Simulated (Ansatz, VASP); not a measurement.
One calculation of BaTe, two programs

The input INCAR:

```
SYSTEM = BaTe
ALGO     = Normal         ! electronic algorithm
EDIFF    = 1E-8           ! SCF threshold, eV
ENCUT    = 520            ! plane-wave cutoff, eV
GGA      = PE             ! functional
ISIF     = 2              ! what is computed and relaxed
ISMEAR   = -1             ! smearing method
LASPH    = .TRUE.         ! aspherical terms in the spheres
LCHARG   = .FALSE.        ! write CHGCAR
LEFG     = .TRUE.       
LREAL    = .FALSE.        ! projectors in reciprocal space
LWAVE    = .FALSE.        ! write WAVECAR
NBANDS   = 15             ! bands
NELM     = 60             ! most SCF steps
PREC     = Accurate       ! precision mode
SIGMA    = 0.05           ! smearing width, eV
```

The input KPOINTS:

```
k-points
0
G
  10 10 10
  0 0 0
```

POSCAR

```
BaTe
1.0
    0.0000000000      3.5123000000      3.4100000000
    3.5123000000      0.0000000000      3.4100000000
    3.5123000000      3.5123000000      0.0000000000
Ba Te
1 1
Direct
    0.0000000000      0.0000000000      0.0000000000
    0.5000000000      0.5000000000      0.5000000000
```

Input for Ansatz:

```yaml
crystal:
  lattice:
    - [0.0, 3.5123, 3.41]
    - [3.5123, 0.0, 3.41]
    - [3.5123, 3.5123, 0.0]
  atoms:
    - { symbol: Ba, position: [0.0, 0.0, 0.0] }
    - { symbol: Te, position: [0.5, 0.5, 0.5] }
kpoints:
  mp_grid: { grid: [10, 10, 10] }
scf:
  occupations: { method: fermi_dirac, width: 0.05 }
hamiltonian:
  xc: pbe
  pseudopotentials: { kind: all_electron, datasets: crystal }
output:
  forces: true
  stress: true
  eigenvalues: true
  efg: { contact_densities: true }
```

Change from the starting cell: x and y stretched by +3 %, z held, crystal datasets.

Alike in both runs: task electric field gradients; functional PBE; k mesh 10 × 10 × 10; occupations fermi-dirac, width 0.05 eV; no spin polarisation.

|  | VASP | Ansatz |
| --- | --- | --- |
| version | VASP 6.6.1 | Ansatz 0.2.0 |
| potentials or method | VASP PAW PBE potentials, release 64 (Ba_sv, Te), cutoff 520 eV | all-electron PAW with datasets made for the crystal, scalar-relativistic |

```tsv
	VASP	Ansatz	Ansatz less VASP
pressure (GPa)	1.9	1.6	-0.35
traceless stress, the component that is largest in VASP (GPa)	1.59	1.51	-0.085
size of Vzz on the site where it differs most (V/Å²)	33.7	32.1	-1.66
```

Ansatz ran all-electron here, and VASP with PAW potentials.

Neither program's run includes spin-orbit coupling.
